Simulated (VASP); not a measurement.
A run of VASP 6.6.1 is set up as follows.

Contents of INCAR:

```
SYSTEM = TaSi2
PREC = Accurate
ENCUT = 520
EDIFF = 1E-6
ISMEAR = 0
SIGMA = 0.15
LREAL = Auto
LASPH = .TRUE.
NELM = 60
ALGO = Normal
ISIF = 2
LWAVE = .FALSE.
LCHARG = .FALSE.
GGA = PS
NBANDS = 72
```

File KPOINTS:

```
regular mesh
0
G
  9 9 3
  0 0 0
```

File POSCAR:

```
TaSi2
1.0
   -4.7608595400      0.0000000000      0.0000000000
   -2.3804297700     -4.1230253055      0.0000000000
    0.0000000000      0.0000000000     13.1115682148
Ta Si
6 12
Direct
    0.5000000000      1.0000000000      0.2500000000
    0.5000000000      1.0000000000      0.7500000000
    0.0000000000      0.5000000000      0.4166666667
    0.0000000000      0.5000000000      0.9166666667
    0.5000000000      0.5000000000      0.0833333333
    0.5000000000      0.5000000000      0.5833333333
    0.1592675414      0.6814649172      0.2500000000
    0.1592675414      0.6814649172      0.7500000000
    0.3185350828      0.8407324586      0.4166666667
    0.3185350828      0.8407324586      0.9166666667
    0.1592675414      0.1592675414      0.0833333333
    0.1592675414      0.1592675414      0.5833333333
    0.8407324586      0.3185350828      0.2500000000
    0.8407324586      0.3185350828      0.7500000000
    0.6814649172      0.1592675414      0.4166666667
    0.6814649172      0.1592675414      0.9166666667
    0.8407324586      0.8407324586      0.0833333333
    0.8407324586      0.8407324586      0.5833333333
```

Potentials or basis: VASP PAW PBE potentials, release 64 (Ta_pv, Si).

Launch:

```console
$ cat potpaw_PBE.64/Ta_pv/POTCAR potpaw_PBE.64/Si/POTCAR > POTCAR
$ mpirun -np 1 vasp_std > vasp.out
```

Task: What does it give for the largest force?

Result: 0.004 eV/Å.

Task: Estimate the band gap on the k mesh.

Result: Zero (bands 57 and 58 overlap by 0.59 eV).

Forces in eV/Å, atoms in the order of the input:
```
Ta   0.000  0.000  0.000
Ta   0.000  0.000  0.000
Ta   0.000  0.000  0.000
Ta   0.000  0.000  0.000
Ta   0.000  0.000  0.000
Ta   0.000  0.000  0.000
Si   0.000  0.004  0.000
Si   0.000  0.004  0.000
Si  -0.004  0.002  0.000
Si  -0.004  0.002  0.000
Si  -0.004 -0.002  0.000
Si  -0.004 -0.002  0.000
Si   0.000 -0.004  0.000
Si   0.000 -0.004  0.000
Si   0.004 -0.002  0.000
Si   0.004 -0.002  0.000
Si   0.004  0.002  0.000
Si   0.004  0.002  0.000
```

Caveat: the PAW data sets were made with another functional, which shifts forces and pressure a little; spin-orbit coupling is left out, which moves the levels of the heavy elements.
